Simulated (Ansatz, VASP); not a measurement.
**Two plane-wave programs on LiCl**

INCAR

```
SYSTEM = LiCl
  PREC = Accurate
  ENCUT = 520
  EDIFF = 1E-7
  ISMEAR = 0
  SIGMA = 0.01
  LREAL = .False.
  LASPH = .True.
  NELM = 100
  ALGO = Normal
  ISIF = 2
  LWAVE = .False.
  LCHARG = .False.
  GGA = PE
  NBANDS = 18
```

File KPOINTS:

```
Automatic mesh
0
Gamma
  12 12 4
  0 0 0
```

POSCAR

```
LiCl
1.0
    3.8937403756      0.0000000000      0.0000000000
   -1.9468701878      3.3720780810      0.0000000000
    0.0000000000      0.0000000000      6.2258774291
Li Cl
2 2
Direct
    0.6666666667      0.3333333333      0.8780761498
    0.3333333333      0.6666666667      0.3780761498
    0.6666666667      0.3333333333      0.4969248502
    0.3333333333      0.6666666667      0.9969248502
```

Input for Ansatz:

```yaml
crystal:
  lattice:
    - [3.8937403756, 0.0, 0.0]
    - [-1.9468701878, 3.372078081, 0.0]
    - [0.0, 0.0, 6.2258774291]
  atoms:
    - { symbol: Li, position: [0.6666666667, 0.3333333333, 0.8780761498] }
    - { symbol: Li, position: [0.3333333333, 0.6666666667, 0.3780761498] }
    - { symbol: Cl, position: [0.6666666667, 0.3333333333, 0.4969248502] }
    - { symbol: Cl, position: [0.3333333333, 0.6666666667, 0.9969248502] }
kpoints:
  mp_grid: { grid: [12, 12, 4] }
  band_path:
    path:
      - [0.0, 0.0, 0.0]
      - [0.5, 0.0, 0.0]
      - [0.3333333333, 0.3333333333, 0.0]
      - [0.0, 0.0, 0.5]
      - [0.5, 0.0, 0.5]
      - [0.3333333333, 0.3333333333, 0.5]
    npoints: 1
hamiltonian:
  xc: pbe
scf:
  occupations: { method: fixed }
  n_extra_bands: 5
output:
  forces: true
  stress: true
  eigenvalues: true
```

Alike in both runs: task single point; functional PBE; k mesh 12 × 12 × 4; no spin polarisation.

|  | VASP | Ansatz |
| --- | --- | --- |
| version | VASP 6.6.1 | Ansatz 0.2.0 |
| potentials or method | VASP PAW PBE potentials, release 64 (Li_sv, Cl) | plane waves, PAW |
| plane-wave cutoff (eV) | 520 | 420 |
| occupations | gaussian, width 0.01 eV | fixed |
| valence electrons in the cell | 20 | 20 |

```csv
,VASP,Ansatz,Ansatz less VASP
gap on the k mesh at the Fermi level (eV),6.03,6.02,-0.006
```

Noted on VASP's run: the cutoff is short for stress, so the pressure is rough.
